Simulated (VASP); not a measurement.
# SiO2 in VASP: single point with PBE

Aim: the single point of SiO2 with PBE.

Everything below comes from runs of VASP 6.6.1. Logs are shortened: lines on timing, memory, paths and dates and some standing lists are left out, and cuts for length are marked.

**1. The cell of the first run**

The cell holds a sheet with vacuum, 6 atoms: a = 5.519 Å, b = 2.705 Å, c = 27.605 Å, α = 90.00°, β = 90.00°, γ = 120.54°.

**2. Single point, PBE**

Input file INCAR:

```
SYSTEM = SiO2
PREC = Accurate
ENCUT = 520
EDIFF = 1E-6
ISMEAR = 0
SIGMA = 0.1
LREAL = .False.
LASPH = .True.
NELM = 100
ALGO = Normal
ISIF = 2
LWAVE = .False.
LCHARG = .False.
LDIPOL = .True.
IDIPOL = 3
DIPOL = 0.5 0.5 0.290
GGA = PE
NBANDS = 25
```

Input file KPOINTS:

```
Automatic mesh
0
Gamma
  6 6 1
  0 0 0
```

Input file POSCAR:

```
SiO2
1.0
    5.5185960661     -0.0383073026      0.0000000000
   -1.3585197777      2.3392806885      0.0000000000
    0.0000000000      0.0000000000     27.6049331200
Si O
2 4
Direct
    0.0018689001     -0.0143998425      0.2891706703
    0.4901352696      0.0041630384      0.2854530290
    0.1769187657      0.6585935789      0.2537892275
    0.6648440236      0.6631419554      0.2578329349
    0.3231563134      0.3325897195      0.3276546931
    0.8430767275      0.3559115503      0.3249190898
```

Potentials or basis: VASP PAW PBE potentials, release 64 (Si, O).

Run with:

```bash
$ cat potpaw_PBE.64/Si/POTCAR potpaw_PBE.64/O/POTCAR > POTCAR
$ mpirun -np 1 vasp_std > vasp.out
```

OUTCAR:

```text
SYSTEM = SiO2
   PREC = Accurate
   ENCUT = 520
   EDIFF = 1E-6
   ISMEAR = 0
   LREAL = .False.
   LASPH = .True.
   NELM = 100
   ISIF = 2
   GGA = PE

 ion  position               nearest neighbor table
   1  0.002  0.986  0.289-   6 1.77   4 1.82   3 1.85   5 1.86   3 1.88   6 1.91   2 2.67   2 2.71
                             2 2.72   2 2.85
   2  0.490  0.004  0.285-   4 1.72   3 1.73   4 1.81   5 1.95   5 1.96   6 2.00   1 2.67   1 2.71
                             1 2.72   1 2.85
   3  0.177  0.659  0.254-   2 1.73   1 1.85   1 1.88
   4  0.665  0.663  0.258-   2 1.72   2 1.81   1 1.82
   5  0.323  0.333  0.328-   1 1.86   2 1.95   2 1.96
   6  0.843  0.356  0.325-   1 1.77   1 1.91   2 2.00

  Warning from LATTYP: Monoclinic adjustment (A1->A3, A2->A1, A3->A2)!
  Warning from LATTYP: Got some problem with cell dimensions!
  Tried to take original basis but could not verify dimensions!
  LATTYP: Found a simple monoclinic cell.
 ALAT       =     2.7051451211
 B/A-ratio  =    10.2046034074
 C/A-ratio  =     1.7573995230
 COS(beta)  =    -0.0209110964

  Lattice vectors:

 A1 = (  -1.3585197777,   2.3392806885,   0.0000000000)
 A2 = (   0.0000000000,   0.0000000000,  27.6049331200)
 A3 = (   4.1600762884,   2.3009733859,   0.0000000000)

Analysis of symmetry for initial positions (statically):
=====================================================================
 Subroutine PRICEL returns:
 Original cell was already a primitive cell.

 Routine SETGRP: Setting up the symmetry group for a
 simple monoclinic supercell.

 Subroutine GETGRP returns: Found  1 space group operations
 (whereof  1 operations were pure point group operations)
 out of a pool of  4 trial point group operations.

The static configuration has the point symmetry C_1 .

Analysis of symmetry for dynamics (positions and initial velocities):
=====================================================================
 Subroutine PRICEL returns:
 Original cell was already a primitive cell.

 Routine SETGRP: Setting up the symmetry group for a
 simple monoclinic supercell.

 Subroutine GETGRP returns: Found  1 space group operations
 (whereof  1 operations were pure point group operations)
 out of a pool of  4 trial point group operations.

The dynamic configuration has the point symmetry C_1 .

 Subroutine INISYM returns: Found  1 space group operations
 (whereof  1 operations are pure point group operations),
 and found     1 'primitive' translations

----------------------------------------------------------------------------------------

                                     Primitive cell

  volume of cell :     354.9305

  direct lattice vectors                    reciprocal lattice vectors
     5.518596066 -0.038307303  0.000000000     0.181938943  0.105659682  0.000000000
    -1.358519778  2.339280689  0.000000000     0.002979373  0.429212083  0.000000000
     0.000000000  0.000000000 27.604933120     0.000000000  0.000000000  0.036225409

  length of vectors
     5.518729019  2.705145121 27.604933120     0.210394267  0.429222424  0.036225409

  position of ions in fractional coordinates (direct lattice)
     0.001868900  0.985600158  0.289170670
     0.490135270  0.004163038  0.285453029
     0.176918766  0.658593579  0.253789228
     0.664844024  0.663141955  0.257832935
     0.323156313  0.332589719  0.327654693
     0.843076727  0.355911550  0.324919090

  ion indices of the primitive-cell ions
   primitive index   ion index
                 1           1
                 2           2
                 3           3
                 4           4
                 5           5
                 6           6

----------------------------------------------------------------------------------------

 KPOINTS: Automatic mesh

Automatic generation of k-mesh.
 Grid dimensions read from file:
 generate k-points for:    6    6    1

 Generating k-lattice:

  Cartesian coordinates                     Fractional coordinates (reciprocal lattice)
     0.030323157  0.017609947  0.000000000     0.166666667  0.000000000  0.000000000
     0.000496562  0.071535347  0.000000000     0.000000000  0.166666667  0.000000000
     0.000000000  0.000000000  0.036225409     0.000000000  0.000000000  1.000000000

  Length of vectors
     0.035065711  0.071537071  0.036225409

  Shift w.r.t. Gamma in fractional coordinates (k-lattice)
     0.000000000  0.000000000  0.000000000

 Subroutine IBZKPT returns following result:
 ===========================================

 Found     20 irreducible k-points:

 Following reciprocal coordinates:
            Coordinates               Weight
  0.000000  0.000000  0.000000      1.000000
  0.166667  0.000000  0.000000      2.000000
  0.333333  0.000000  0.000000      2.000000
  0.500000  0.000000  0.000000      1.000000
  0.000000  0.166667  0.000000      2.000000
  0.166667  0.166667  0.000000      2.000000
[... 12 lines left out ...]
  0.333333  0.500000  0.000000      2.000000
  0.500000  0.500000  0.000000      1.000000
   k-points           NKPTS =     20   k-points in BZ     NKDIM =     20   number of bands    NBANDS=     25
   number of dos      NEDOS =    301   number of ions     NIONS =      6
   total plane-waves  NPLWV = 176400
   dimension x,y,z NGX =    42 NGY =   20 NGZ =  210
   dimension x,y,z NGXF=    84 NGYF=   40 NGZF=  420
   ions per type =               2   4
   NGX,Y,Z   is equivalent  to a cutoff of  12.65, 12.29, 12.65 a.u.
   NGXF,Y,Z  is equivalent  to a cutoff of  25.30, 24.58, 25.29 a.u.
 SYSTEM =  SiO2
   PREC   = accura    normal or accurate (medium, high low for compatibility)
   ISTART =      0    job   : 0-new  1-cont  2-samecut
   ICHARG =      2    charge: 1-file 2-atom 10-const
   ISPIN  =      1    spin polarized calculation?
   LNONCOLLINEAR =      F non collinear calculations
   LSORBIT =      F    spin-orbit coupling
   LASPH  =      T    aspherical Exc in radial PAW
   ENCUT  =  520.0 eV  38.22 Ry    6.18 a.u.  10.26  5.03 51.33*2*pi/ulx,y,z
   NELM   =    100;   NELMIN=  2; NELMDL= -5     # of ELM steps
   EDIFF  = 0.1E-05   stopping-criterion for ELM
   LREAL  =      F    real-space projection
   EDIFFG = 0.1E-04   stopping-criterion for IOM
   NSW    =      0    number of steps for IOM
   IBRION =     -1    ionic relax: 0-MD 1-quasi-New 2-CG
   NFREE  =      0    steps in history (QN), initial steepest desc. (CG)
   ISIF   =      2    stress and relaxation
   ISYM   =      2    0-nonsym 1-usesym 2-fastsym
   POTIM  = 0.5000    time-step for ionic-motion
   TEBEG  =    0.0;   TEEND  =   0.0 temperature during run
   PSTRESS=    0.0 pullay stress
   NELECT =      32.0000    total number of electrons
   NUPDOWN=      -1.0000    fix difference up-down
   EMIN   =  10.00;   EMAX   =-10.00  energy-range for DOS
   EFERMI =   0.00;   METHOD = LEGACY
   ISMEAR =     0;   SIGMA  =   0.10  broadening in eV -4-tet -1-fermi 0-gaus
   EFERMI_NEDOS =   21; number of points for ismear=-14 and -15
   IALGO  =     38    algorithm
   IMIX   =      4    mixing-type and parameters
     AMIX     =   0.40;   BMIX     =  1.00
     AMIX_MAG =   1.60;   BMIX_MAG =  1.00
  volume/ion in A,a.u.               =      59.16       399.20
  Fermi-wavevector in a.u.,A,eV,Ry     =   0.734081  1.387211  7.331829  0.538874
  Thomas-Fermi vector in A             =   1.826946
   LORBIT       =      0    0 simple, 1 ext, 2 COOP (PROOUT), +10 PAW based schemes
   GGA     = PE    functional components
   LHFCALC =     F    Hartree Fock is set to
   AEXX    =    0.0000 exact exchange contribution
   IVDW    =     0    specifies the selected vdW correction
   LEPSILON=     F    determine dielectric tensor
   LRPA    =     F    only Hartree local field effects (RPA)
 non-spin polarized calculation
 Gauss-broadening in eV      SIGMA  =   0.10
  energy-cutoff  :      520.00
  volume of cell :      354.93
 maximum number of plane-waves:      9606
 NGX is ok and might be reduce to    42
   NGX = 21   NGY = 11   NGZ =103

 dipolmoment           0.000000      0.000000     -0.000000 electrons x Angstroem

 number of electron      31.9999995 magnetization

 dipolmoment           0.000000      0.000000      0.157580 electrons x Angstroem

 Free energy of the ion-electron system (eV)
  ---------------------------------------------------
  ext. energy  EPLUGINS =         0.00000000
  ---------------------------------------------------
  free energy    TOTEN  =       -44.63442501 eV

  energy without entropy =      -44.63442501  energy(sigma->0) =      -44.63442501

 E-fermi :  -6.0415     XC(G=0):  -2.1268

 val. band max:       -6.5575647557   @ k =   0.0000   0.0000   0.0000
 cond. band min:      -1.2842149006   @ k =   0.0000   0.0000   0.0000
 fundamental gap:      5.2733498551
 Fermi energy:        -6.0415275307

 k-point     1 :       0.0000    0.0000    0.0000
  band No.  band energies     occupation
      1     -27.7664      2.00000
      2     -25.5696      2.00000
      3     -23.8924      2.00000
      4     -23.1232      2.00000
      5     -15.1651      2.00000
      6     -12.4382      2.00000
[... 17 lines left out ...]
     24       3.0393      0.00000
     25       3.3833      0.00000

 k-point     2 :       0.1667    0.0000    0.0000
  band No.  band energies     occupation
      1     -27.6621      2.00000
      2     -25.7848      2.00000
      3     -23.8332      2.00000
      4     -23.1265      2.00000
      5     -14.8796      2.00000
      6     -12.2425      2.00000
[... 17 lines left out ...]
     24       3.2035      0.00000
     25       3.5402      0.00000

 k-point     3 :       0.3333    0.0000    0.0000
  band No.  band energies     occupation
      1     -27.3650      2.00000
      2     -26.2770      2.00000
      3     -23.6974      2.00000
      4     -23.1782      2.00000
      5     -14.0732      2.00000
      6     -11.8630      2.00000
[... 17 lines left out ...]
     24       3.5565      0.00000
     25       3.6427      0.00000

 k-point     4 :       0.5000    0.0000    0.0000
  band No.  band energies     occupation
      1     -27.0335      2.00000
      2     -26.6963      2.00000
      3     -23.6050      2.00000
      4     -23.2388      2.00000
      5     -13.0273      2.00000
      6     -12.7559      2.00000
[... 17 lines left out ...]
     24       3.1521      0.00000
     25       3.8339      0.00000

 k-point     5 :       0.0000    0.1667    0.0000
  band No.  band energies     occupation
      1     -27.3371      2.00000
      2     -25.6247      2.00000
      3     -23.6717      2.00000
      4     -23.0605      2.00000
      5     -14.6203      2.00000
      6     -12.3344      2.00000
[... 17 lines left out ...]
     24       3.7545      0.00000
     25       4.0758      0.00000

 k-point     6 :       0.1667    0.1667    0.0000
  band No.  band energies     occupation
      1     -27.0528      2.00000
      2     -26.0682      2.00000
      3     -23.5579      2.00000
      4     -23.1102      2.00000
      5     -13.9019      2.00000
      6     -12.3315      2.00000
[... 17 lines left out ...]
     24       3.9240      0.00000
     25       4.1254      0.00000
[... 281 lines left out ...]
 k-point    17 :       0.0000    0.5000    0.0000
  band No.  band energies     occupation
      1     -25.7026      2.00000
      2     -25.3774      2.00000
      3     -23.3254      2.00000
      4     -22.9666      2.00000
      5     -15.2105      2.00000
      6     -14.9042      2.00000
[... 17 lines left out ...]
     24       6.5510      0.00000
     25       7.0056      0.00000

 k-point    18 :       0.1667    0.5000    0.0000
  band No.  band energies     occupation
      1     -25.7181      2.00000
      2     -25.3970      2.00000
      3     -23.2973      2.00000
      4     -22.9542      2.00000
      5     -15.0864      2.00000
      6     -14.7668      2.00000
[... 17 lines left out ...]
     24       6.2988      0.00000
     25       6.7308      0.00000

 k-point    19 :       0.3333    0.5000    0.0000
  band No.  band energies     occupation
      1     -25.7482      2.00000
      2     -25.4350      2.00000
      3     -23.2410      2.00000
      4     -22.9316      2.00000
      5     -14.7801      2.00000
      6     -14.3775      2.00000
[... 17 lines left out ...]
     24       6.2256      0.00000
     25       6.3738      0.00000

 k-point    20 :       0.5000    0.5000    0.0000
  band No.  band energies     occupation
      1     -25.7629      2.00000
      2     -25.4534      2.00000
      3     -23.2129      2.00000
      4     -22.9215      2.00000
      5     -14.5779      2.00000
      6     -14.0176      2.00000
[... 17 lines left out ...]
     24       6.0926      0.00000
     25       6.1121      0.00000

------------------------ aborting loop because EDIFF is reached ----------------------------------------

 vacuum level on the upper side and lower side of the slab       (xc-potential included)         1.081        -1.094

  FORCE on cell =-STRESS in cart. coord.  units (eV):
  Direction    XX          YY          ZZ          XY          YZ          ZX
  --------------------------------------------------------------------------------------
  -------------------------------------------------------------------------------------
  Total       -3.1856271     -0.3234330     -6.1442057     -0.0768447     -0.6999021      1.5191258
  in kB      -14.3801080     -1.4599958    -27.7353062     -0.3468816     -3.1593992      6.8574233
  external PRESSURE =     -14.5251367 kB  Pullay stress =       0.0000000 kB

 VOLUME and BASIS-vectors are now :
 -----------------------------------------------------------------------------
  energy-cutoff  :      520.00
  volume of cell :      354.93
      direct lattice vectors                 reciprocal lattice vectors
     5.518596066 -0.038307303  0.000000000     0.181938943  0.105659682  0.000000000
    -1.358519778  2.339280689  0.000000000     0.002979373  0.429212083  0.000000000
     0.000000000  0.000000000 27.604933120     0.000000000  0.000000000  0.036225409

 POSITION                                       TOTAL-FORCE (eV/Angst)
 -----------------------------------------------------------------------------------
     -1.32864      2.30552      7.98254        -0.257140      0.723253      3.613240
      2.69920     -0.00904      7.87991         0.937094     -0.520648      5.023717
      0.08163      1.53386      7.00583        -1.052819     -0.248118     -0.186228
      2.76811      1.52581      7.11746        -0.096208      0.568352     -1.585099
      1.33154      0.76564      9.04489         0.555648      0.143287     -4.093908
      4.16909      0.80028      8.96937        -0.086576     -0.666127     -2.771722
 -----------------------------------------------------------------------------------
    total drift:                               -0.000111     -0.001223      0.000005

  FREE ENERGIE OF THE ION-ELECTRON SYSTEM (eV)
  ---------------------------------------------------
  free  energy   TOTEN  =       -44.6344250093 eV

  energy  without entropy=      -44.6344250093  energy(sigma->0) =      -44.63442501

 vacuum level on the upper side and lower side of the slab         3.208         0.990
```

Run time: 2.8 min. Hardware: 1 thread of Intel Xeon 6975P-C (Granite Rapids), shared host; peak memory 0.49 GiB.

Results:

* Free energy: -44.6344 eV
* Largest force: 5.137 eV/Å
* Band gap on the k mesh: 5.27 eV

Forces in eV/Å, atoms in the order of the input:
```
Si  -0.257  0.723  3.613
Si   0.937 -0.521  5.024
O   -1.053 -0.248 -0.186
O   -0.096  0.568 -1.585
O    0.556  0.143 -4.094
O   -0.087 -0.666 -2.772
```

Levels at points of the mesh, in eV from the valence-band top:
| k point | band 13 | band 14 | band 15 | band 16 | band 17 | band 18 | band 19 | band 20 |
| --- | --- | --- | --- | --- | --- | --- | --- | --- |
| (0.00, 0.00, 0.00) | -0.93 | -0.82 | -0.12 | 0.00 | 5.27 | 6.88 | 7.37 | 7.88 |
| (0.50, 0.00, 0.00) | -0.91 | -0.54 | -0.34 | -0.15 | 7.28 | 7.41 | 8.55 | 8.72 |
| (0.00, 0.50, 0.00) | -1.07 | -1.00 | -0.88 | -0.71 | 6.58 | 6.90 | 8.89 | 9.37 |
| (0.50, 0.50, 0.00) | -1.53 | -1.36 | -0.53 | -0.44 | 8.42 | 8.51 | 10.63 | 10.72 |

Caveat: the k points lie up to 0.45 Å⁻¹ apart.
